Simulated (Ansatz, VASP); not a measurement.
**Li16H in VASP and in Ansatz**

```
CELL_PARAMETERS angstrom
6.98000 0.00000 0.00000
0.00000 6.98000 0.00000
0.00000 0.00000 6.98000
ATOMIC_POSITIONS crystal
Li 0.02038 0.00031 0.98556
Li 0.49763 0.00064 0.02939
Li 0.98368 0.50031 0.98913
Li 0.02036 0.00031 0.51438
Li 0.22824 0.26545 0.25006
Li 0.50912 0.50079 0.01054
Li 0.49770 0.00066 0.47062
Li 0.75358 0.22511 0.25012
Li 0.98371 0.50032 0.51096
Li 0.22835 0.73438 0.25005
Li 0.26775 0.25726 0.75005
Li 0.50914 0.50080 0.48947
Li 0.75415 0.77482 0.25009
Li 0.73903 0.23875 0.75014
Li 0.26807 0.74346 0.75004
Li 0.73937 0.76119 0.75013
H 0.62937 0.99909 0.24986
```

Alike in both runs: functional PBE; dispersion D3(BJ); k mesh 4 × 4 × 4; occupations gaussian, width 0.1 eV; no spin polarisation.

Ansatz relaxed the structure, and its values are those at the end. VASP's run is a single point on that final structure, the one shown.

|  | VASP | Ansatz |
| --- | --- | --- |
| version | VASP 6.6.1 | Ansatz 0.2.0 |
| potentials or method | VASP PAW PBE potentials, release 64 (Li_sv, H), cutoff 520 eV | scalar-relativistic, plane waves, PAW |
| valence electrons in the cell | 49 | 49 |

```csv
,VASP,Ansatz,Ansatz less VASP
rms of the force components (eV/Å),0.008,0.008,-0.0003
```

Noted on VASP's run: the cutoff is under 1.25 times that of the potentials, so the pressure is a little rough.
